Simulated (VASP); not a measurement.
Input of a VASP 6.6.1 run:

The input INCAR:

```
SYSTEM = Cd2Cl3
ALGO = Normal ; EDIFF = 1E-6
ENCUT = 520 ; GGA = PE
ISIF = 2 ; ISMEAR = 0
LASPH = .True. ; LCHARG = .False.
LREAL = .False. ; LWAVE = .False.
NBANDS = 30 ; NELM = 100
PREC = Accurate ; SIGMA = 0.1
```

The input KPOINTS:

```
k-points
0
Gamma
  4 4 4
  0 0 0
```

The input POSCAR:

```
Cd2Cl3
1.0
    5.3216395600      0.0000000000      0.0000000000
    0.0000000000      5.3216395600      0.0000000000
    0.0000000000      0.0000000000      5.3216395600
Cd Cl
2 3
Direct
    0.0000000000      0.0000000000      0.0000000000
    0.5000000000      0.5000000000      0.5000000000
    0.5000000000      0.0000000000      0.0000000000
    0.0000000000      0.5000000000      0.0000000000
    0.0000000000      0.0000000000      0.5000000000
```

Potentials or basis: VASP PAW PBE potentials, release 64 (Cd, Cl).

Launch:

```bash
$ cat potpaw_PBE.64/Cd/POTCAR potpaw_PBE.64/Cl/POTCAR > POTCAR
$ mpirun -np 1 vasp_std > vasp.out
```

Task: Predict the band gap on the k mesh.

Result: Zero (an odd number of electrons rules out a gap without spin polarisation).

Task: Estimate the pressure.

Result: -1.9 GPa.

Caveat: an odd number of electrons without spin polarisation forces a metal; a magnetic or distorted state may lie lower.
